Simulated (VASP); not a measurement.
# BiTe (I4/mmm) in VASP: notebook

The runs below take BiTe through single point, with PBEsol.

Program: VASP 6.6.1. These are calculated values, not measurements. Logs are shortened: lines on timing, memory, paths and dates and some standing lists are left out, and cuts for length are marked.

**1. The cell of the first run**

Symmetry: I4/mmm, No. 139, tetragonal system. The conventional cell has a = 4.644 Å, b = 4.644 Å, c = 6.664 Å, α = 90.00°, β = 90.00°, γ = 90.00°. Within 4.3 Å of Bi (site symmetry 4/mmm) lie 6 Te at 3.28 to 3.33 Å. Within 4.3 Å of Te (site symmetry 4/mmm) lie 6 Bi at 3.28 to 3.33 Å.

**2. Single point, PBEsol (strain +0.015 along x and y, +0.030 along z)**

File INCAR:

```
SYSTEM = BiTe
ALGO     = Normal         ! electronic algorithm
EDIFF    = 1E-7           ! SCF threshold, eV
ENCUT    = 520            ! plane-wave cutoff, eV
GGA      = PS             ! functional
ISIF     = 2              ! what is computed and relaxed
ISMEAR   = 0              ! smearing method
LASPH    = .True.         ! aspherical terms in the spheres
LCHARG   = .False.        ! write CHGCAR
LREAL    = .False.        ! projectors in reciprocal space
LWAVE    = .False.        ! write WAVECAR
NBANDS   = 18             ! bands
NELM     = 60             ! most SCF steps
PREC     = Accurate       ! precision mode
SIGMA    = 0.15           ! smearing width, eV
```

File KPOINTS:

```
k-points
0
Gamma
  14 14 14
  0 0 0
```

File POSCAR:

```
BiTe
1.0
    0.0000000000      3.2835250000      3.3320500000
    3.2835250000      0.0000000000      3.3320500000
    3.2835250000      3.2835250000      0.0000000000
Bi Te
1 1
Direct
    0.0000000000      0.0000000000      0.0000000000
    0.5000000000      0.5000000000      0.5000000000
```

Potentials or basis: VASP PAW PBE potentials, release 64 (Bi_d, Te).

Command:

```
$ cat potpaw_PBE.64/Bi_d/POTCAR potpaw_PBE.64/Te/POTCAR > POTCAR
$ mpirun -np 1 vasp_std > vasp.out
```

OUTCAR:

```text
SYSTEM = BiTe
   EDIFF = 1E-7
   ENCUT = 520
   GGA = PS
   ISIF = 2
   ISMEAR = 0
   LASPH = .True.
   LREAL = .False.
   NELM = 60
   PREC = Accurate

 ion  position               nearest neighbor table
   1  0.000  0.000  0.000-   2 3.28   2 3.28   2 3.28   2 3.28   2 3.33   2 3.33
   2  0.500  0.500  0.500-   1 3.28   1 3.28   1 3.28   1 3.28   1 3.33   1 3.33

  LATTYP: Found a body centered tetragonal cell.
 ALAT       =     4.6436055874
 C/A-ratio  =     1.4351132702

  Lattice vectors:

 A1 = (  -3.2835250000,   0.0000000000,   3.3320500000)
 A2 = (   3.2835250000,   0.0000000000,   3.3320500000)
 A3 = (   0.0000000000,   3.2835250000,  -3.3320500000)

Analysis of symmetry for initial positions (statically):
=====================================================================
 Subroutine PRICEL returns:
 Original cell was already a primitive cell.

 Routine SETGRP: Setting up the symmetry group for a
 body centered tetragonal supercell.

 Subroutine GETGRP returns: Found 16 space group operations
 (whereof 16 operations were pure point group operations)
 out of a pool of 16 trial point group operations.

The static configuration has the point symmetry D_4h.

Analysis of symmetry for dynamics (positions and initial velocities):
=====================================================================
 Subroutine PRICEL returns:
 Original cell was already a primitive cell.

 Routine SETGRP: Setting up the symmetry group for a
 body centered tetragonal supercell.

 Subroutine GETGRP returns: Found 16 space group operations
 (whereof 16 operations were pure point group operations)
 out of a pool of 16 trial point group operations.

The dynamic configuration has the point symmetry D_4h.

 Subroutine INISYM returns: Found 16 space group operations
 (whereof 16 operations are pure point group operations),
 and found     1 'primitive' translations

----------------------------------------------------------------------------------------

                                     Primitive cell

  volume of cell :      71.8492

  direct lattice vectors                    reciprocal lattice vectors
     0.000000000  3.283525000  3.332050000    -0.152275375  0.152275375  0.150057772
     3.283525000  0.000000000  3.332050000     0.152275375 -0.152275375  0.150057772
     3.283525000  3.283525000  0.000000000     0.152275375  0.152275375 -0.150057772

  length of vectors
     4.678043782  4.678043782  4.643605587     0.262474598  0.262474598  0.262474598

  position of ions in fractional coordinates (direct lattice)
     0.000000000  0.000000000  0.000000000
     0.500000000  0.500000000  0.500000000

  ion indices of the primitive-cell ions
   primitive index   ion index
                 1           1
                 2           2

----------------------------------------------------------------------------------------

 KPOINTS: k-points

Automatic generation of k-mesh.
 Grid dimensions read from file:
 generate k-points for:   14   14   14

 Generating k-lattice:

  Cartesian coordinates                     Fractional coordinates (reciprocal lattice)
    -0.010876812  0.010876812  0.010718412     0.071428571 -0.000000000  0.000000000
     0.010876812 -0.010876812  0.010718412    -0.000000000  0.071428571  0.000000000
     0.010876812  0.010876812 -0.010718412     0.000000000  0.000000000  0.071428571

  Length of vectors
     0.018748186  0.018748186  0.018748186

  Shift w.r.t. Gamma in fractional coordinates (k-lattice)
     0.000000000  0.000000000  0.000000000

 Subroutine IBZKPT returns following result:
 ===========================================

 Found    244 irreducible k-points:

 Following reciprocal coordinates:
            Coordinates               Weight
  0.000000  0.000000  0.000000      1.000000
  0.071429 -0.000000  0.000000      8.000000
  0.142857 -0.000000  0.000000      8.000000
  0.214286 -0.000000  0.000000      8.000000
  0.285714 -0.000000  0.000000      8.000000
  0.357143 -0.000000  0.000000      8.000000
[... 16 lines left out ...]
  0.214286  0.142857  0.000000      8.000000
  0.285714  0.142857  0.000000      8.000000
 [... further k-points ...]
   k-points           NKPTS =    244   k-points in BZ     NKDIM =    244   number of bands    NBANDS=     18
   number of dos      NEDOS =    301   number of ions     NIONS =      2
   total plane-waves  NPLWV =  46656
   dimension x,y,z NGX =    36 NGY =   36 NGZ =   36
   dimension x,y,z NGXF=    72 NGYF=   72 NGZF=   72
   ions per type =               1   1
   NGX,Y,Z   is equivalent  to a cutoff of  12.79, 12.79, 12.89 a.u.
   NGXF,Y,Z  is equivalent  to a cutoff of  25.59, 25.59, 25.78 a.u.
 SYSTEM =  BiTe
   PREC   = accura    normal or accurate (medium, high low for compatibility)
   ISTART =      0    job   : 0-new  1-cont  2-samecut
   ICHARG =      2    charge: 1-file 2-atom 10-const
   ISPIN  =      1    spin polarized calculation?
   LNONCOLLINEAR =      F non collinear calculations
   LSORBIT =      F    spin-orbit coupling
   LASPH  =      T    aspherical Exc in radial PAW
   ENCUT  =  520.0 eV  38.22 Ry    6.18 a.u.   8.70  8.70  8.63*2*pi/ulx,y,z
   NELM   =     60;   NELMIN=  2; NELMDL= -5     # of ELM steps
   EDIFF  = 0.1E-06   stopping-criterion for ELM
   LREAL  =      F    real-space projection
   EDIFFG = 0.1E-05   stopping-criterion for IOM
   NSW    =      0    number of steps for IOM
   IBRION =     -1    ionic relax: 0-MD 1-quasi-New 2-CG
   NFREE  =      0    steps in history (QN), initial steepest desc. (CG)
   ISIF   =      2    stress and relaxation
   ISYM   =      2    0-nonsym 1-usesym 2-fastsym
   POTIM  = 0.5000    time-step for ionic-motion
   TEBEG  =    0.0;   TEEND  =   0.0 temperature during run
   PSTRESS=    0.0 pullay stress
   NELECT =      21.0000    total number of electrons
   NUPDOWN=      -1.0000    fix difference up-down
   EMIN   =  10.00;   EMAX   =-10.00  energy-range for DOS
   EFERMI =   0.00;   METHOD = LEGACY
   ISMEAR =     0;   SIGMA  =   0.15  broadening in eV -4-tet -1-fermi 0-gaus
   EFERMI_NEDOS =   21; number of points for ismear=-14 and -15
   IALGO  =     38    algorithm
   IMIX   =      4    mixing-type and parameters
     AMIX     =   0.40;   BMIX     =  1.00
     AMIX_MAG =   1.60;   BMIX_MAG =  1.00
  volume/ion in A,a.u.               =      35.92       242.43
  Fermi-wavevector in a.u.,A,eV,Ry     =   1.086444  2.053081 16.059770  1.180360
  Thomas-Fermi vector in A             =   2.222580
   LORBIT       =      0    0 simple, 1 ext, 2 COOP (PROOUT), +10 PAW based schemes
   GGA     = PS    functional components
   LHFCALC =     F    Hartree Fock is set to
   AEXX    =    0.0000 exact exchange contribution
   IVDW    =     0    specifies the selected vdW correction
   LEPSILON=     F    determine dielectric tensor
   LRPA    =     F    only Hartree local field effects (RPA)
 non-spin polarized calculation
 Gauss-broadening in eV      SIGMA  =   0.15
  energy-cutoff  :      520.00
  volume of cell :       71.85
 maximum number of plane-waves:      1960
   NGX = 17   NGY = 17   NGZ = 17

 number of electron      20.9999999 magnetization

 Free energy of the ion-electron system (eV)
  ---------------------------------------------------
  ext. energy  EPLUGINS =         0.00000000
  ---------------------------------------------------
  free energy    TOTEN  =        -7.90442229 eV

  energy without entropy =       -7.88714316  energy(sigma->0) =       -7.89578272

 E-fermi :   5.7833     XC(G=0):  -9.3334

 val. band max:        5.7789869163   @ k =   0.2143   0.0714   0.0000
 cond. band min:       5.7977940407   @ k =   0.4286  -0.0000   0.0714
 fundamental gap:      0.0188071244
 Fermi energy:         5.7832654488

 k-point     1 :       0.0000    0.0000    0.0000
  band No.  band energies     occupation
      1     -17.2568      2.00000
      2     -17.2552      2.00000
      3     -17.2496      2.00000
      4     -17.2496      2.00000
      5     -17.2490      2.00000
      6      -7.3505      2.00000
[... 10 lines left out ...]
     17      11.4697      0.00000
     18      12.3542      0.00000

 k-point     2 :       0.0714   -0.0000    0.0000
  band No.  band energies     occupation
      1     -17.2569      2.00000
      2     -17.2551      2.00000
      3     -17.2495      2.00000
      4     -17.2494      2.00000
      5     -17.2491      2.00000
      6      -7.3083      2.00000
[... 10 lines left out ...]
     17      11.7812      0.00000
     18      12.5999      0.00000

 k-point     3 :       0.1429   -0.0000    0.0000
  band No.  band energies     occupation
      1     -17.2573      2.00000
      2     -17.2546      2.00000
      3     -17.2496      2.00000
      4     -17.2488      2.00000
      5     -17.2488      2.00000
      6      -7.1825      2.00000
[... 10 lines left out ...]
     17      12.5511      0.00000
     18      13.2688      0.00000

 k-point     4 :       0.2143   -0.0000    0.0000
  band No.  band energies     occupation
      1     -17.2579      2.00000
      2     -17.2542      2.00000
      3     -17.2500      2.00000
      4     -17.2481      2.00000
      5     -17.2479      2.00000
      6      -6.9749      2.00000
[... 375 lines left out ...]
      4     -17.2482      2.00000
      5     -17.2482      2.00000
      6      -7.1394      2.00000
[... 10 lines left out ...]
     17      12.1344      0.00000
     18      12.6865      0.00000

 k-point    23 :       0.2143    0.1429    0.0000
  band No.  band energies     occupation
      1     -17.2561      2.00000
      2     -17.2558      2.00000
      3     -17.2515      2.00000
      4     -17.2474      2.00000
      5     -17.2473      2.00000
      6      -6.9964      2.00000
[... 10 lines left out ...]
     17      12.5610      0.00000
     18      13.0445      0.00000

 k-point    24 :       0.2857    0.1429    0.0000
  band No.  band energies     occupation
      1     -17.2565      2.00000
      2     -17.2555      2.00000
      3     -17.2521      2.00000
      4     -17.2467      2.00000
      5     -17.2463      2.00000
      6      -6.7760      2.00000
[... 10 lines left out ...]
     17      13.3713      0.00000
     18      13.8078      0.00000

 [... further k-points ...]

------------------------ aborting loop because EDIFF is reached ----------------------------------------

  FORCE on cell =-STRESS in cart. coord.  units (eV):
  Direction    XX          YY          ZZ          XY          YZ          ZX
  --------------------------------------------------------------------------------------
  -------------------------------------------------------------------------------------
  Total       -1.7056164     -1.7056164     -2.0815941      0.0000000      0.0000000      0.0000000
  in kB      -38.0338063    -38.0338063    -46.4177917      0.0000000      0.0000000      0.0000000
  external PRESSURE =     -40.8284681 kB  Pullay stress =       0.0000000 kB

 VOLUME and BASIS-vectors are now :
 -----------------------------------------------------------------------------
  energy-cutoff  :      520.00
  volume of cell :       71.85
      direct lattice vectors                 reciprocal lattice vectors
     0.000000000  3.283525000  3.332050000    -0.152275375  0.152275375  0.150057772
     3.283525000  0.000000000  3.332050000     0.152275375 -0.152275375  0.150057772
     3.283525000  3.283525000  0.000000000     0.152275375  0.152275375 -0.150057772

 POSITION                                       TOTAL-FORCE (eV/Angst)
 -----------------------------------------------------------------------------------
      0.00000      0.00000      0.00000        -0.000000     -0.000000     -0.000000
      3.28353      3.28353      3.33205         0.000000      0.000000      0.000000
 -----------------------------------------------------------------------------------
    total drift:                               -0.000000      0.000000      0.000000

  FREE ENERGIE OF THE ION-ELECTRON SYSTEM (eV)
  ---------------------------------------------------
  free  energy   TOTEN  =        -7.9044222881 eV

  energy  without entropy=       -7.8871431570  energy(sigma->0) =       -7.89578272
```

It took 2.9 min on 1 thread of Intel Xeon Platinum 8488C (Sapphire Rapids), shared host; peak memory 0.44 GiB.

What came out:

| Property | Result |
| --- | --- |
| Free energy | -7.9044 eV |
| Pressure | -4.1 GPa |

Caveat: the cell differs from its parent crystal (strain +0.015 along x and y, +0.030 along z); the PAW data sets were made with another functional, which shifts forces and pressure a little; spin-orbit coupling is left out, which moves the levels of the heavy elements.

**3. Single point, PBEsol (strain +0.030 along x and y, +0.015 along z)**

File INCAR:

```
ALGO = Normal
EDIFF = 1E-6
ENCUT = 520
GGA = PS
ISIF = 2
ISMEAR = 0
LASPH = T
LCHARG = T
LELF = T
LREAL = F
LVHAR = T
LWAVE = F
NBANDS = 18
NELM = 80
PREC = Accurate
SIGMA = 0.15
```

File KPOINTS:

```
k-points
0
Gamma
  14 14 14
```

File POSCAR:

```
BiTe
1.0
    0.0000000000      3.3320500000      3.2835250000
    3.3320500000      0.0000000000      3.2835250000
    3.3320500000      3.3320500000      0.0000000000
Bi Te
1 1
Direct
    0.0000000000      0.0000000000      0.0000000000
    0.5000000000      0.5000000000      0.5000000000
```

Potentials or basis: VASP PAW PBE potentials, release 64 (Bi_d, Te).

Command:

```
$ cat potpaw_PBE.64/Bi_d/POTCAR potpaw_PBE.64/Te/POTCAR > POTCAR
$ mpirun -np 1 vasp_std > vasp.out
```

Wall time 2.9 min (1 thread of Intel Xeon Platinum 8488C (Sapphire Rapids), shared host); peak memory 0.45 GiB.

The run converged. Its results:

```yaml
Free_energy: -7.8759 eV
Pressure: -4.6 GPa
```

Stress tensor (GPa, compression positive):
```
-4.85  0.00  0.00
 0.00 -4.85  0.00
 0.00  0.00 -4.00
```

Levels at points of the mesh, in eV from the Fermi level:
| k point | band 6 | band 7 | band 8 | band 9 | band 10 | band 11 | band 12 | band 13 | band 14 | band 15 |
| --- | --- | --- | --- | --- | --- | --- | --- | --- | --- | --- |
| (0.00, 0.00, 0.00) | -13.04 | -8.39 | -2.46 | -2.27 | -2.27 | 1.90 | 1.90 | 2.21 | 4.72 | 4.72 |
| (0.50, 0.00, 0.00) | -11.28 | -11.03 | -1.76 | -1.74 | -1.59 | -0.82 | -0.54 | -0.50 | 7.09 | 7.52 |
| (0.50, 0.50, 0.00) | -11.41 | -10.04 | -5.22 | -3.68 | -3.68 | 2.42 | 3.23 | 3.23 | 4.58 | 8.51 |
| (0.50, 0.00, 0.50) | -11.55 | -9.90 | -5.16 | -3.75 | -3.57 | 2.45 | 3.12 | 3.44 | 4.38 | 8.43 |

Caveat: the cell differs from its parent crystal (strain +0.030 along x and y, +0.015 along z); the PAW data sets were made with another functional, which shifts forces and pressure a little; spin-orbit coupling is left out, which moves the levels of the heavy elements.
